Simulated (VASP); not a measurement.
Set up this calculation in VASP 6.6.1, as the native input.

| Property | Result |
| --- | --- |
| Task | single point |
| Functional | PBE |
| Potentials or basis | VASP PAW PBE potentials, release 64 (Si, C) |
| Cutoff | 520 eV |
| k mesh | 12 × 12 × 6 |
| Occupations | fermi-dirac, width 0.02 eV |
| Spin | no spin polarisation |
| Dipole correction | no |
| Further INCAR settings | ALGO = Normal; EDIFF = 1e-07; NBANDS = 16 |

The structure of SiC lies in POSCAR:

```
SiC
1.0
    3.0344540134      0.0000000000      0.0000000000
   -1.5172270067      2.6633366395      0.0000000000
    0.0000000000      0.0000000000      5.0481081077
Si C
2 2
Direct
    0.3334856034      0.6669712068     -0.0000632231
    0.6665143966      0.3330287932      0.4999367769
    0.3344087808      0.6688175616      0.3750632231
    0.6655912192      0.3311824384      0.8750632231
```

This cell differs from its parent crystal: uniaxial x strain -1.3%.

These files were run (other wordings do the same):

INCAR

```
  ALGO = Normal
  EDIFF = 1E-7
  ENCUT = 520
  GGA = PE
  ISIF = 2
  ISMEAR = -1
  LASPH = T
  LCHARG = F
  LREAL = F
  LWAVE = F
  NBANDS = 16
  NELM = 60
  PREC = Accurate
  SIGMA = 0.02
```

KPOINTS

```
k-points
0
Gamma
  12 12 6
```

Potentials or basis: VASP PAW PBE potentials, release 64 (Si, C).

Run with:

```console
$ cat potpaw_PBE.64/Si/POTCAR potpaw_PBE.64/C/POTCAR > POTCAR
$ mpirun -np 1 vasp_std > vasp.out
```

Results of the run:

The pressure is 6.6 GPa, the largest force is 0.015 eV/Å and the band gap on the k mesh is 2.14 eV, indirect (least direct gap 4.02 eV).

Caveat: the cell differs from its parent crystal (uniaxial x strain -1.3%).

It took 32 s on 1 thread of Intel(R) Xeon(R) 6975P-C (Granite Rapids) (shared host), peak memory 0.22 GiB.
